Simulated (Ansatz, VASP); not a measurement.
## SiO2: VASP beside Ansatz

File INCAR:

```
ALGO = Normal
EDIFF = 1E-6
ENCUT = 520
GGA = PE
ISIF = 2
ISMEAR = 0
LASPH = True
LCHARG = False
LREAL = False
LWAVE = False
NBANDS = 25
NELM = 100
PREC = Accurate
SIGMA = 0.05
```

The input KPOINTS:

```
k-points
0
Gamma
  6 6 8
```

Contents of POSCAR:

```
SiO2
1.0
    4.2358788266      0.0000000000      0.0000000000
    0.0000000000      4.5323903445      0.0000000000
    0.0000000000      0.0000000000      2.6897743046
Si O
2 4
Direct
    0.5000000000      0.5000000000      0.5000000000
    0.0000000000      0.0000000000      0.0000000000
    0.6557534092      0.7302721762      0.0000000000
    0.1557534092      0.7697278238      0.5000000000
    0.3442465908      0.2697278238      0.0000000000
    0.8442465908      0.2302721762      0.5000000000
```

Input for Ansatz:

```yaml
crystal:
  lattice:
    - [4.2358788266, 0.0, 0.0]
    - [0.0, 4.5323903445, 0.0]
    - [0.0, 0.0, 2.6897743046]
  atoms:
    - { symbol: Si, position: [0.5, 0.5, 0.5] }
    - { symbol: Si, position: [0.0, 0.0, 0.0] }
    - { symbol: O, position: [0.6557534092, 0.7302721762, 0.0] }
    - { symbol: O, position: [0.1557534092, 0.7697278238, 0.5] }
    - { symbol: O, position: [0.3442465908, 0.2697278238, 0.0] }
    - { symbol: O, position: [0.8442465908, 0.2302721762, 0.5] }
basis:
  ecutwfc: 520.0
kpoints:
  mp_grid: { grid: [6, 6, 8] }
hamiltonian:
  xc: pbe
  pseudopotentials: { kind: paw, azcp: { folder: soft_1 } }
scf:
  occupations: { method: gaussian, width: 0.05 }
output:
  forces: true
  stress: true
  eigenvalues: true
  write_density: true
  write_potential: true
  elf: true
  volumetric_format: npy
```

Change from the starting cell: mode 4 frozen in at -0.223 Å, normal strain along y +0.0700.

Alike in both runs: task single point; functional PBE; k mesh 6 × 6 × 8; occupations gaussian, width 0.05 eV; no spin polarisation.

|  | VASP | Ansatz |
| --- | --- | --- |
| version | VASP 6.6.1 | Ansatz 0.2.0 |
| potentials or method | VASP PAW PBE potentials, release 64 (Si, O), cutoff 520 eV | scalar-relativistic, plane waves, PAW |
| valence electrons in the cell | 32 | 32 |

Ansatz gave:

| Item | Value |
| --- | --- |
| gap on the k mesh at the Fermi level (eV) | 3.76 |
| least direct gap on the mesh (eV) | 3.78 |
| pressure (GPa) | -18.7 |
| traceless stress, the component that is largest in VASP (GPa) | -26.96 |
| rms of the force components (eV/Å) | 0.810 |

Q: Estimate VASP's values.

A: gap on the k mesh at the Fermi level (eV): 3.73; least direct gap on the mesh (eV): 3.75; pressure (GPa): -18.4; traceless stress, the component that is largest in VASP (GPa): -27.11; rms of the force components (eV/Å): 0.803.

Atom by atom the forces differ by 0.011 eV/Å (rms over components).
